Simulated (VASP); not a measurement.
Write the native input for VASP 6.6.1 that does the following.

```yaml
Task: single point
Functional: PBE
Potentials_or_basis: VASP PAW PBE potentials, release 64 (Se)
Cutoff: 520 eV
k_mesh: 13 × 13 × 13
Occupations: fermi-dirac, width 0.05 eV
Spin: no spin polarisation
Dipole_correction: no
Further_INCAR_settings: ALGO = Normal; EDIFF = 1e-07; NBANDS = 13
```

The structure of Se lies in POSCAR:

```
Se
1.0
    0.0000000000      2.6230323185      2.6230323185
    2.6230323185      0.0000000000      2.6230323185
    2.6230323185      2.6230323185      0.0000000000
Se
2
Direct
   -0.1250000000     -0.1250000000     -0.1250000000
    0.1250000000      0.1250000000      0.1250000000
```

This isn't the form of Se at room conditions, which is trigonal, of chains.

The input as run:

INCAR

```
PREC = Accurate
ENCUT = 520
EDIFF = 1E-7
ISMEAR = -1
SIGMA = 0.05
LREAL = F
LASPH = T
NELM = 60
ALGO = Normal
ISIF = 2
LWAVE = F
LCHARG = F
GGA = PE
NBANDS = 13
```

KPOINTS

```
regular mesh
0
Gamma
  13 13 13
```

Potentials or basis: VASP PAW PBE potentials, release 64 (Se).

Launch:

```sh
$ cat potpaw_PBE.64/Se/POTCAR > POTCAR
$ mpirun -np 1 vasp_std > vasp.out
```

It gave:

```yaml
Pressure: 66.7 GPa
Band_gap_on_the_k_mesh: zero (bands 6 and 7 overlap by 3.29 eV)
```

Caveat: the cell stands under pressure.

Run time: 24 s on 1 thread of Oxide Virtual Turin-like Processor (shared host), peak memory 0.14 GiB.
